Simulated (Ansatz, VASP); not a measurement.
**C: VASP beside Ansatz**

```
CELL_PARAMETERS angstrom
2.45801 -0.36870 0.00000
-1.54831 2.31305 0.00000
0.00000 0.00000 6.11945
ATOMIC_POSITIONS crystal
C 0.00000 0.00000 0.00250
C 0.00000 0.00000 0.50250
C 0.33333 0.66667 0.00250
C 0.66667 0.33333 0.50250
```

Change from the starting cell: engineering shear strain xy -0.3000, normal strain along z -0.0700.

Alike in both runs: task single point; functional PBEsol; dispersion D3(BJ); k mesh 18 × 18 × 6; occupations gaussian, width 0.15 eV; no spin polarisation.

|  | VASP | Ansatz |
| --- | --- | --- |
| version | VASP 6.6.1 | Ansatz 0.2.0 |
| potentials or method | VASP PAW PBE potentials, release 64 (C), cutoff 520 eV | scalar-relativistic, plane waves, PAW |
| valence electrons in the cell | 16 | 16 |

VASP gave:

```
gap on the k mesh at the Fermi level (eV)                     : 0.16
least direct gap on the mesh (eV)                             : 0.16
pressure (GPa)                                                : 40.5
traceless stress, the component that is largest in VASP (GPa) : 157.15
rms of the force components (eV/Å)                            : 3.288
```

Task: Estimate Ansatz's values.

Result: gap on the k mesh at the Fermi level (eV): 0.16; least direct gap on the mesh (eV): 0.16; pressure (GPa): 39.4; traceless stress, the component that is largest in VASP (GPa): 156.52; rms of the force components (eV/Å): 3.228.

VASP's potentials were made for PBE, not for PBEsol, and Ansatz warns of the same on its side. Atom by atom the forces differ by 0.067 eV/Å (rms over components). Both programs put the cell under a high pressure, so it lies far from rest at this level.
